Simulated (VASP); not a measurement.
GaAs, 2 atoms in the cell. The structure is tetragonal, space group I-4m2 (No. 119). The conventional cell has a = 4.007 Å, b = 4.007 Å, c = 5.610 Å, α = 90.00°, β = 90.00°, γ = 90.00°. Within 3.2 Å of Ga (site symmetry -4m2) lie 4 As at 2.45 Å. Within 3.2 Å of As (site symmetry -4m2) lie 4 Ga at 2.45 Å.  This cell differs from its parent crystal: strain -0.0100 x Voigt [0, 0, 1, 0, 0, 0].

- Program: VASP 6.6.1
- Task: single point
- Functional: r2SCAN
- Potentials or basis: VASP PAW PBE potentials, release 64 (Ga_d, As)
- Cutoff: 520 eV
- k mesh: 8 × 8 × 8
- Occupations: gaussian, width 0.05 eV
- Spin: no spin polarisation
- Dipole correction: no
- Further INCAR settings: ALGO = Normal; EDIFF = 1e-06; NBANDS = 16

Potentials or basis: VASP PAW PBE potentials, release 64 (Ga_d, As).

Command:

```console
$ cat potpaw_PBE.64/Ga_d/POTCAR potpaw_PBE.64/As/POTCAR > POTCAR
$ cp INCAR.step1 INCAR
$ mpirun -np 1 vasp_std > vasp.out
$ cp INCAR.step2 INCAR
$ mpirun -np 1 vasp_std > vasp.out
```

Hardware: 1 thread of Intel Xeon 8259CL (shared host).

Estimate the wall time of this run.

Wall time 4.9 min on 1 thread of Intel Xeon 8259CL, on a shared host, peak memory 0.2 GiB. Counts: k points 59.
